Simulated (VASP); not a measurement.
Here is a VASP 6.6.1 calculation.

Contents of INCAR:

```
SYSTEM = Mg3ZrN2
  PREC = Accurate
  ENCUT = 840
  EDIFF = 1E-7
  ISMEAR = 0
  SIGMA = 0.2
  LREAL = .False.
  LASPH = .True.
  NELM = 120
  ALGO = Normal
  ISIF = 3
  LWAVE = .False.
  LCHARG = .False.
  GGA = PE
  IBRION = 2
  NSW = 36
  EDIFFG = -0.08
  GGA_COMPAT = .False.
  NELMIN = 4
```

Contents of KPOINTS:

```
Automatic mesh
0
Gamma
  4 4 4
  0 0 0
```

The input POSCAR:

```
Mg3ZrN2
1.0
    4.6010861500      0.0000000000      0.0000000000
    0.0000000000      4.6010861500      0.0000000000
    0.0000000000      0.0000000000      4.3839469200
Mg Zr N
3 1 2
Direct
    0.0000000000      0.5000000000      0.5000000000
    0.5000000000      0.0000000000      0.5000000000
    0.0000000000      0.0000000000      0.0000000000
    0.0000000000      0.0000000000      0.5000000000
    0.5000000000      0.5000000000      0.5000000000
    0.5000000000      0.5000000000      0.0000000000
```

Potentials or basis: VASP PAW PBE potentials, release 64 (Mg_sv, Zr_sv, N).

Command:

```console
$ cat potpaw_PBE.64/Mg_sv/POTCAR potpaw_PBE.64/Zr_sv/POTCAR potpaw_PBE.64/N/POTCAR > POTCAR
$ mpirun -np 1 vasp_std > vasp.out
```

(1) Estimate the band gap on the k mesh.

(2) Predict the relaxed cell.

(3) Estimate the space group after relaxing (to 0.1 Å).

(4) Estimate the relaxed volume.

Answers

(1) zero (bands 26 and 27 overlap by 0.36 eV).

(2) a = 5.161 Å, b = 5.161 Å, c = 5.574 Å, α = 90.00°, β = 90.00°, γ = 90.00°.

(3) P4/mmm (No. 123).

(4) 24.74 Å³/atom.

Caveat: the volume moved by over 15 % at a fixed basis, so the end points are rough.
